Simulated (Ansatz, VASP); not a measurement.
**Two plane-wave programs on Ga2BAs3**

```
Ga B As
1.0
    -1.90363    1.90363    8.33291
     1.90363   -1.90363    8.33291
     1.90363    1.90363   -8.33291
Ga B As
2 1 3
Direct
  0.65963 0.65963 0.00000
  0.34037 0.34037 0.00000
  0.00000 0.00000 0.00000
  0.56793 0.06793 0.50000
  0.25000 0.75000 0.50000
  0.93207 0.43207 0.50000
```

Alike in both runs: functional PBE; k mesh 14 × 14 × 14; occupations gaussian, width 0.02 eV; no spin polarisation.

Ansatz relaxed the structure, and its values are those at the end. VASP's run is a single point on that final structure, the one shown.

```csv
,VASP,Ansatz
version,VASP 6.6.1,Ansatz 0.2.0
potentials or method,"VASP PAW PBE potentials, release 64 (Ga_d, B, As), cutoff 520 eV","scalar-relativistic, plane waves, PAW"
valence electrons in the cell,44,74
```

|  | VASP | Ansatz | Ansatz less VASP |
| --- | --- | --- | --- |
| gap on the k mesh at the Fermi level (eV) | 0.46 | 0.46 | -0.001 |
| least direct gap on the mesh (eV) | 0.46 | 0.46 | -0.001 |
| pressure (GPa) | 0.2 | 0.0 | -0.21 |
| rms of the force components (eV/Å) | 0.004 | 0.002 | -0.0016 |

With one functional, cell and mesh, what is left measures potentials, basis and numerics. VASP's potentials hold 44 valence electrons a cell and Ansatz's 74, so a difference there can come from the potentials and not from the codes.
